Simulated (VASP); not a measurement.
HfZn2:

```
CELL_PARAMETERS angstrom
0.00000 3.66000 3.66000
3.66000 0.00000 3.66000
3.66000 3.66000 0.00000
ATOMIC_POSITIONS crystal
Hf 0.00000 0.00000 0.00000
Hf 0.25000 0.25000 0.25000
Zn 0.62500 0.62500 0.62500
Zn 0.12500 0.62500 0.62500
Zn 0.62500 0.62500 0.12500
Zn 0.62500 0.12500 0.62500
```

- Program: VASP 6.6.1
- Task: relaxation of cell and atoms
- Functional: LDA
- Potentials or basis: VASP PAW LDA potentials, release 64 (Hf_pv, Zn)
- Cutoff: 600 eV
- k mesh: 5 × 5 × 5
- Occupations: gaussian, width 0.1 eV
- Spin: no spin polarisation

At the start: pressure -8.1 GPa; volume 16.34 Å³/atom.

Task: How do energy, volume and symmetry change on relaxing?

Result: Over 3 steps the energy falls by 30.2 meV/atom and the volume is 15.24 Å³/atom (-6.8 %); space group Fd-3m (No. 227, to 0.05 Å).

The path:
```csv
step,energy change (eV),largest force (eV/Å),pressure (GPa),volume (Å³)
1,0.0000,0.0000,-8.14,98.06
2,-0.0704,0.0000,8.04,86.74
3,-0.1813,0.0000,0.03,91.42
```

Final structure:
```xyz
6
Lattice="0.0000 3.5755 3.5755 3.5755 0.0000 3.5755 3.5755 3.5755 0.0000" Properties=species:S:1:pos:R:3 pbc="T T T"
Hf    0.0000    0.0000    0.0000
Hf    1.7878    1.7878    1.7878
Zn    4.4694    4.4694    4.4694
Zn    4.4694    2.6816    2.6816
Zn    2.6816    2.6816    4.4694
Zn    2.6816    4.4694    2.6816
```
